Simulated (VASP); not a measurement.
**TiTe: single point with PBEsol**

Crystal: TiTe.

```xyz
4
Lattice="3.6115 0.0000 0.0000 -1.8058 3.1277 0.0000 0.0000 0.0000 7.2195" Properties=species:S:1:pos:R:3 pbc="T T T"
Ti    0.0000    0.0000    0.0000
Ti    0.0000    0.0000    3.6098
Te    0.0000    2.0851    1.8049
Te    1.8058    1.0426    5.4146
```

```json
{"Program": "VASP 6.6.1", "Task": "single point", "Functional": "PBEsol", "Potentials or basis": "VASP PAW PBE potentials, release 64 (Ti_sv, Te)", "Cutoff": "520 eV", "k mesh": "11 × 11 × 6", "Occupations": "fermi-dirac, width 0.05 eV", "Spin": "no spin polarisation"}
```

```json
{
 "Pressure": "0.1 GPa",
 "Band gap on the k mesh": "zero (band 18 reaches 10.11 eV, above the bottom of band 19 at 9.90 eV)"
}
```

Levels at points of the mesh, in eV from the Fermi level:
```tsv
k point	band 15	band 16	band 17	band 18	band 19	band 20	band 21	band 22
(0.00, 0.00, 0.00)	-1.78	-0.14	-0.14	0.00	0.00	0.19	0.19	0.78
(0.00, 0.00, 0.50)	-1.83	-1.83	0.03	0.03	0.28	0.28	0.28	0.28
```

Wall time 4.6 min on 1 thread of AMD EPYC 7R13, with other jobs on the host, peak memory 0.24 GiB.

Caveat: the PAW data sets were made with another functional, which shifts forces and pressure a little; spin-orbit coupling is left out, which moves the levels of the heavy elements.
